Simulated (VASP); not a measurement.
A run of VASP 6.6.1 is set up as follows.

Contents of INCAR:

```
SYSTEM = Ta2H
  PREC = Accurate
  ENCUT = 520
  EDIFF = 1E-7
  ISMEAR = 0
  SIGMA = 0.1
  LREAL = .FALSE.
  LASPH = .TRUE.
  NELM = 60
  ALGO = Normal
  ISIF = 2
  LWAVE = .FALSE.
  LCHARG = .TRUE.
  GGA = PS
  LELF = .TRUE.
  LVHAR = .TRUE.
  NBANDS = 18
```

The input KPOINTS:

```
regular mesh
0
G
  12 12 12
  0 0 0
```

POSCAR

```
Ta2H
1.0
    3.5476006314      0.0000000000      0.0000000000
    0.0000000000      3.5476006314      0.0000000000
    0.0000000000      0.0000000000      3.5965429037
Ta H
2 1
Direct
    0.5000000000      0.0000000000      0.7414109083
    0.0000000000      0.5000000000      0.2585890917
    0.0000000000      0.0000000000      0.0000000000
```

Potentials or basis: VASP PAW PBE potentials, release 64 (Ta_pv, H).

The run is started by

```sh
$ cat potpaw_PBE.64/Ta_pv/POTCAR potpaw_PBE.64/H/POTCAR > POTCAR
$ mpirun -np 1 vasp_std > vasp.out
```

Q: Estimate the pressure.

A: -26.7 GPa.

Q: Estimate the band gap on the k mesh.

A: Zero (an odd number of electrons rules out a gap without spin polarisation).

Forces on the atoms (eV/Å):
```
Ta   0.000  0.000 -0.009
Ta   0.000  0.000  0.009
H    0.000  0.000  0.000
```

Caveat: the cell differs from its parent crystal (equal strain along all axes, cell held: +6.0 %, then relaxed in part); the cell stands under tension; the PAW data sets were made with another functional, which shifts forces and pressure a little; spin-orbit coupling is left out, which moves the levels of the heavy elements.
